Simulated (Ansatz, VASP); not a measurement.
**One calculation of Cd, two programs**

```
Cd
1.0
     2.94421    0.00000    0.00000
    -1.47211    2.54976    0.00000
     0.00000    0.00000    5.94693
Cd
2
Direct
  0.33333 0.66667 0.25000
  0.66667 0.33333 0.75000
```

Change from the starting cell: strain along c alone, the other axes held, atoms relaxed: +6.0 %.

Alike in both runs: task single point; functional PBEsol; k mesh 24 × 24 × 10; occupations gaussian, width 0.1 eV; no spin polarisation.

```csv
,VASP,Ansatz
version,VASP 6.6.1,Ansatz 0.2.0
potentials or method,"VASP PAW PBE potentials, release 64 (Cd), cutoff 520 eV","scalar-relativistic, plane waves, PAW"
valence electrons in the cell,24,40
```

Ansatz gave:

| Item | Value |
| --- | --- |
| gap on the k mesh at the Fermi level (eV) | none |
| pressure (GPa) | -1.9 |
| traceless stress, the component that is largest in VASP (GPa) | -1.18 |

Question: Which values does VASP return?

Answer: gap on the k mesh at the Fermi level (eV): none; pressure (GPa): -1.6; traceless stress, the component that is largest in VASP (GPa): -1.37.

VASP's potentials were made for PBE, not for PBEsol. A gap of «none» marks a metal or a gap that the smearing closes. VASP's potentials hold 24 valence electrons a cell and Ansatz's 40, so a difference there can come from the potentials and not from the codes.
